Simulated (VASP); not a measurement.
# In2SbO6 (C2/m) in VASP: single point with PBE

Aim: the single point of In2SbO6 with PBE.

Program: VASP 6.6.1. These are calculated values, not measurements. Logs are shortened: lines on timing, memory, paths and dates and some standing lists are left out, and cuts for length are marked.

## Step 1: The cell of the first run

It takes space group C2/m (No. 12, monoclinic). Conventional cell: a = 13.422 Å, b = 3.983 Å, c = 5.116 Å, α = 90.00°, β = 104.16°, γ = 90.00°. O (site symmetry m) has 1 Sb at 1.90 Å and 1 In at 2.46 Å within 2.5 Å. O (site symmetry m) has 3 In at 2.07 to 2.34 Å and 1 O at 2.69 Å within 2.7 Å. O (site symmetry m) has 1 In at 2.13 Å and 2 Sb at 2.36 Å and 1 O at 2.51 Å within 2.8 Å. Within 2.5 Å of Sb (site symmetry 2/m) lie 6 O at 1.90 to 2.36 Å. In (site symmetry m) has 5 O at 2.07 to 2.46 Å within 2.7 Å.

## Step 2: Single point, PBE

Input file INCAR:

```
SYSTEM = In2SbO6
PREC     = Accurate       ! precision mode
ENCUT    = 520            ! plane-wave cutoff, eV
EDIFF    = 1E-6           ! SCF threshold, eV
ISMEAR   = -1             ! smearing method
SIGMA    = 0.1            ! smearing width, eV
LREAL    = .FALSE.        ! projectors in reciprocal space
LASPH    = .TRUE.         ! aspherical terms in the spheres
NELM     = 100            ! most SCF steps
ALGO     = Normal         ! electronic algorithm
ISIF     = 2              ! what is computed and relaxed
LWAVE    = .FALSE.        ! write WAVECAR
LCHARG   = .FALSE.        ! write CHGCAR
GGA      = PE             ! functional
NBANDS   = 44             ! bands
```

Input file KPOINTS:

```
Automatic mesh
0
G
  5 5 4
  0 0 0
```

Input file POSCAR:

```
In2SbO6
1.0
    0.0000000000      3.9833640000      0.0000000000
    6.7112440000     -1.9916820000      0.0000000000
    1.2520030000      0.0000000000     -4.9606090000
O Sb In
6 1 2
Direct
    0.3785335714      0.7570671428      0.7846375653
    0.6214664286      0.2429328572      0.2153624347
    0.7385599255      0.4771198511      0.7061402650
    0.2614400745      0.5228801489      0.2938597350
    0.9508338009      0.9016676017      0.3200093888
    0.0491661991      0.0983323983      0.6799906112
    0.5000000000      0.0000000000      0.5000000000
    0.8025014570      0.6050029140      0.2383014872
    0.1974985430      0.3949970860      0.7616985128
```

Potentials or basis: VASP PAW PBE potentials, release 64 (O, Sb, In_d).

The run is started by

```console
$ cat potpaw_PBE.64/O/POTCAR potpaw_PBE.64/Sb/POTCAR potpaw_PBE.64/In_d/POTCAR > POTCAR
$ mpirun -np 1 vasp_std > vasp.out
```

OUTCAR:

```text
SYSTEM = In2SbO6
   PREC = Accurate
   ENCUT = 520
   EDIFF = 1E-6
   ISMEAR = -1
   LREAL = .FALSE.
   LASPH = .TRUE.
   NELM = 100
   ISIF = 2
   GGA = PE

 ion  position               nearest neighbor table
   1  0.379  0.757  0.785-   7 1.90   9 2.46
   2  0.621  0.243  0.215-   7 1.90   8 2.46
   3  0.739  0.477  0.706-   9 2.07   9 2.07   8 2.34
   4  0.261  0.523  0.294-   8 2.07   8 2.07   9 2.34
   5  0.951  0.902  0.320-   8 2.13   7 2.36   7 2.36
   6  0.049  0.098  0.680-   9 2.13   7 2.36   7 2.36
   7  0.500  0.000  0.500-   1 1.90   2 1.90   6 2.36   5 2.36   6 2.36   5 2.36   9 3.81   9 3.81
                             8 3.81   8 3.81
   8  0.803  0.605  0.238-   4 2.07   4 2.07   5 2.13   3 2.34   2 2.46   9 3.36   9 3.36   9 3.69
                             9 3.69   7 3.81   7 3.81
   9  0.197  0.395  0.762-   3 2.07   3 2.07   6 2.13   4 2.34   1 2.46   8 3.36   8 3.36   8 3.69
                             8 3.69   7 3.81   7 3.81

  LATTYP: Found a base centered monoclinic cell.
 ALAT       =    13.4224880000
 B/A-ratio  =     0.2967679315
 C/A-ratio  =     0.3811637504
 COS(beta)  =    -0.2447150919

  Lattice vectors:

 A1 = (  -6.7112440000,  -1.9916820000,   0.0000000000)
 A2 = (  -6.7112440000,   1.9916820000,   0.0000000000)
 A3 = (   1.2520030000,   0.0000000000,  -4.9606090000)

Analysis of symmetry for initial positions (statically):
=====================================================================
 Subroutine PRICEL returns:
 Original cell was already a primitive cell.

 Routine SETGRP: Setting up the symmetry group for a
 base centered monoclinic supercell.

 Subroutine GETGRP returns: Found  4 space group operations
 (whereof  4 operations were pure point group operations)
 out of a pool of  4 trial point group operations.

The static configuration has the point symmetry C_2h.

Analysis of symmetry for dynamics (positions and initial velocities):
=====================================================================
 Subroutine PRICEL returns:
 Original cell was already a primitive cell.

 Routine SETGRP: Setting up the symmetry group for a
 base centered monoclinic supercell.

 Subroutine GETGRP returns: Found  4 space group operations
 (whereof  4 operations were pure point group operations)
 out of a pool of  4 trial point group operations.

The dynamic configuration has the point symmetry C_2h.

 Subroutine INISYM returns: Found  4 space group operations
 (whereof  4 operations are pure point group operations),
 and found     1 'primitive' translations

----------------------------------------------------------------------------------------

                                     Primitive cell

  volume of cell :     132.6136

  direct lattice vectors                    reciprocal lattice vectors
     0.000000000  3.983364000  0.000000000     0.074501836  0.251044092  0.018803442
     6.711244000 -1.991682000  0.000000000     0.149003672  0.000000000  0.037606883
     1.252003000  0.000000000 -4.960609000     0.000000000  0.000000000 -0.201588152

  length of vectors
     3.983364000  7.000542352  5.116165865     0.262539958  0.153676192  0.201588152

  position of ions in fractional coordinates (direct lattice)
     0.378533571  0.757067143  0.784637565
     0.621466429  0.242932857  0.215362435
     0.738559925  0.477119851  0.706140265
     0.261440075  0.522880149  0.293859735
     0.950833801  0.901667602  0.320009389
     0.049166199  0.098332398  0.679990611
     0.500000000  0.000000000  0.500000000
     0.802501457  0.605002914  0.238301487
     0.197498543  0.394997086  0.761698513

  ion indices of the primitive-cell ions
   primitive index   ion index
                 1           1
                 2           2
                 3           3
                 4           4
                 5           5
                 6           6
                 7           7
                 8           8
                 9           9

----------------------------------------------------------------------------------------

 KPOINTS: Automatic mesh

Automatic generation of k-mesh.
 Grid dimensions read from file:
 generate k-points for:    5    5    4

 Generating k-lattice:

  Cartesian coordinates                     Fractional coordinates (reciprocal lattice)
     0.014900367  0.050208818  0.003760688     0.200000000  0.000000000  0.000000000
     0.029800734  0.000000000  0.007521377     0.000000000  0.200000000  0.000000000
     0.000000000  0.000000000 -0.050397038     0.000000000  0.000000000  0.250000000

  Length of vectors
     0.052507992  0.030735238  0.050397038

  Shift w.r.t. Gamma in fractional coordinates (k-lattice)
     0.000000000  0.000000000  0.000000000

 Subroutine IBZKPT returns following result:
 ===========================================

 Found     33 irreducible k-points:

 Following reciprocal coordinates:
            Coordinates               Weight
  0.000000  0.000000  0.000000      1.000000
  0.200000  0.000000  0.000000      4.000000
  0.400000 -0.000000  0.000000      4.000000
  0.000000  0.200000  0.000000      2.000000
  0.200000  0.200000  0.000000      4.000000
  0.400000  0.200000  0.000000      4.000000
[... 16 lines left out ...]
  0.200000 -0.400000  0.250000      4.000000
  0.000000 -0.200000  0.250000      2.000000
 [... further k-points ...]
   k-points           NKPTS =     33   k-points in BZ     NKDIM =     33   number of bands    NBANDS=     44
   number of dos      NEDOS =    301   number of ions     NIONS =      9
   total plane-waves  NPLWV =  64800
   dimension x,y,z NGX =    30 NGY =   54 NGZ =   40
   dimension x,y,z NGXF=    60 NGYF=  108 NGZF=   80
   ions per type =               6   1   2
   NGX,Y,Z   is equivalent  to a cutoff of  12.52, 12.82, 13.00 a.u.
   NGXF,Y,Z  is equivalent  to a cutoff of  25.04, 25.65, 26.00 a.u.
 SYSTEM =  In2SbO6
   PREC   = accura    normal or accurate (medium, high low for compatibility)
   ISTART =      0    job   : 0-new  1-cont  2-samecut
   ICHARG =      2    charge: 1-file 2-atom 10-const
   ISPIN  =      1    spin polarized calculation?
   LNONCOLLINEAR =      F non collinear calculations
   LSORBIT =      F    spin-orbit coupling
   LASPH  =      T    aspherical Exc in radial PAW
   ENCUT  =  520.0 eV  38.22 Ry    6.18 a.u.   7.41 13.02  9.51*2*pi/ulx,y,z
   NELM   =    100;   NELMIN=  2; NELMDL= -5     # of ELM steps
   EDIFF  = 0.1E-05   stopping-criterion for ELM
   LREAL  =      F    real-space projection
[... 7 lines left out ...]
   TEBEG  =    0.0;   TEEND  =   0.0 temperature during run
   PSTRESS=    0.0 pullay stress
   NELECT =      67.0000    total number of electrons
   NUPDOWN=      -1.0000    fix difference up-down
   EMIN   =  10.00;   EMAX   =-10.00  energy-range for DOS
   EFERMI =   0.00;   METHOD = LEGACY
   ISMEAR =    -1;   SIGMA  =   0.10  broadening in eV -4-tet -1-fermi 0-gaus
   EFERMI_NEDOS =   21; number of points for ismear=-14 and -15
   IALGO  =     38    algorithm
   IMIX   =      4    mixing-type and parameters
     AMIX     =   0.40;   BMIX     =  1.00
     AMIX_MAG =   1.60;   BMIX_MAG =  1.00
  volume/ion in A,a.u.               =      14.73        99.44
  Fermi-wavevector in a.u.,A,eV,Ry     =   1.303878  2.463973 23.131250  1.700099
  Thomas-Fermi vector in A             =   2.434851
   LORBIT       =      0    0 simple, 1 ext, 2 COOP (PROOUT), +10 PAW based schemes
   GGA     = PE    functional components
   LHFCALC =     F    Hartree Fock is set to
   AEXX    =    0.0000 exact exchange contribution
   IVDW    =     0    specifies the selected vdW correction
   LEPSILON=     F    determine dielectric tensor
   LRPA    =     F    only Hartree local field effects (RPA)
 non-spin polarized calculation
  energy-cutoff  :      520.00
  volume of cell :      132.61
 maximum number of plane-waves:      3589
 NGX is ok and might be reduce to    30
   NGX = 15   NGY = 27   NGZ = 19

 number of electron      67.0000017 magnetization

 Free energy of the ion-electron system (eV)
  ---------------------------------------------------
  ext. energy  EPLUGINS =         0.00000000
  ---------------------------------------------------
  free energy    TOTEN  =       -46.82718537 eV

  energy without entropy =      -46.60886292  energy(sigma->0) =      -46.71802415

 E-fermi :   3.3258     XC(G=0): -10.0549

 val. band max:        3.3210938076   @ k =   0.4000   0.2000   0.0000
 cond. band min:       3.3323536881   @ k =   0.2000   0.4000   0.2500
 fundamental gap:      0.0112598805
 Fermi energy:         3.3257813193

 k-point     1 :       0.0000    0.0000    0.0000
  band No.  band energies     occupation
      1     -14.4366      2.00000
      2     -13.8010      2.00000
      3     -13.6196      2.00000
      4     -13.4577      2.00000
      5     -12.8279      2.00000
      6     -12.6764      2.00000
[... 36 lines left out ...]
     43      13.3758      0.00000
     44      14.1826      0.00000

 k-point     2 :       0.2000    0.0000    0.0000
  band No.  band energies     occupation
      1     -14.2578      2.00000
      2     -13.6773      2.00000
      3     -13.4978      2.00000
      4     -13.4179      2.00000
      5     -12.8306      2.00000
      6     -12.7778      2.00000
[... 36 lines left out ...]
     43      13.0086      0.00000
     44      13.3262      0.00000

 k-point     3 :       0.4000   -0.0000    0.0000
  band No.  band energies     occupation
      1     -13.8255      2.00000
      2     -13.5148      2.00000
      3     -13.3605      2.00000
      4     -13.2301      2.00000
      5     -13.1571      2.00000
      6     -12.7266      2.00000
[... 36 lines left out ...]
     43      12.9204      0.00000
     44      13.1558      0.00000

 k-point     4 :       0.0000    0.2000    0.0000
  band No.  band energies     occupation
      1     -14.3865      2.00000
      2     -13.8849      2.00000
      3     -13.6195      2.00000
      4     -13.3934      2.00000
      5     -12.8479      2.00000
      6     -12.7184      2.00000
[... 882 lines left out ...]
     43      13.4741      0.00000
     44      13.8621      0.00000

 k-point    23 :       0.2000   -0.4000    0.2500
  band No.  band energies     occupation
      1     -14.0548      2.00000
      2     -13.8765      2.00000
      3     -13.5508      2.00000
      4     -13.2561      2.00000
      5     -12.9528      2.00000
      6     -12.8012      2.00000
[... 36 lines left out ...]
     43      12.9460      0.00000
     44      13.6199      0.00000

 k-point    24 :       0.0000   -0.2000    0.2500
  band No.  band energies     occupation
      1     -14.2650      2.00000
      2     -13.9756      2.00000
      3     -13.6851      2.00000
      4     -13.2979      2.00000
      5     -12.8872      2.00000
      6     -12.7371      2.00000
[... 36 lines left out ...]
     43      12.9019      0.00000
     44      14.1705      0.00000

 [... further k-points ...]
[... 5 lines left out ...]
  --------------------------------------------------------------------------------------
  -------------------------------------------------------------------------------------
  Total       -2.1224594    -10.9099611     -3.2815403      0.0000000      0.0000000      1.0420519
  in kB      -25.6425941   -131.8092126    -39.6460843      0.0000000      0.0000000     12.5895993
  external PRESSURE =     -65.6992970 kB  Pullay stress =       0.0000000 kB

 VOLUME and BASIS-vectors are now :
 -----------------------------------------------------------------------------
  energy-cutoff  :      520.00
  volume of cell :      132.61
      direct lattice vectors                 reciprocal lattice vectors
     0.000000000  3.983364000  0.000000000     0.074501836  0.251044092  0.018803442
     6.711244000 -1.991682000  0.000000000     0.149003672  0.000000000  0.037606883
     1.252003000  0.000000000 -4.960609000     0.000000000  0.000000000 -0.201588152

 POSITION                                       TOTAL-FORCE (eV/Angst)
 -----------------------------------------------------------------------------------
      6.06323      0.00000     -3.89228        -0.119537      0.000000     -0.134602
      1.90002      1.99168     -1.06833         0.119537     -0.000000      0.134602
      4.08616      1.99168     -3.50289         0.015102     -0.000000     -0.020561
      3.87709      0.00000     -1.45772        -0.015102      0.000000      0.020561
      6.45196      1.99168     -1.58744         0.067548     -0.000000     -0.031251
      1.51128     -0.00000     -3.37317        -0.067548      0.000000      0.031251
      0.62600      1.99168     -2.48030        -0.000000      0.000000     -0.000000
      4.35868      1.99168     -1.18212        -0.024675      0.000000      0.038668
      3.60457      0.00000     -3.77849         0.024675     -0.000000     -0.038668
 -----------------------------------------------------------------------------------
    total drift:                                0.000000     -0.000000      0.000000

  FREE ENERGIE OF THE ION-ELECTRON SYSTEM (eV)
  ---------------------------------------------------
  free  energy   TOTEN  =       -46.8271853691 eV

  energy  without entropy=      -46.6088629223  energy(sigma->0) =      -46.71802415
```

Wall time 4.1 min (1 thread of AMD EPYC 7R43 (Zen 3), shared host); peak memory 0.3 GiB.

Results:

```yaml
Free_energy: -46.8272 eV
Pressure: -6.6 GPa
Largest_force: 0.180 eV/Å
```

Forces on the atoms (eV/Å):
```
O   -0.120  0.000 -0.135
O    0.120  0.000  0.135
O    0.015  0.000 -0.021
O   -0.015  0.000  0.021
O    0.068  0.000 -0.031
O   -0.068  0.000  0.031
Sb   0.000  0.000  0.000
In  -0.025  0.000  0.039
In   0.025  0.000 -0.039
```

Stress tensor (GPa, compression positive):
```
 -2.56   0.00   1.26
  0.00 -13.18   0.00
  1.26   0.00  -3.96
```

Caveat: spin-orbit coupling is left out, which moves the levels of the heavy elements; an odd number of electrons without spin polarisation forces a metal; a magnetic or distorted state may lie lower.
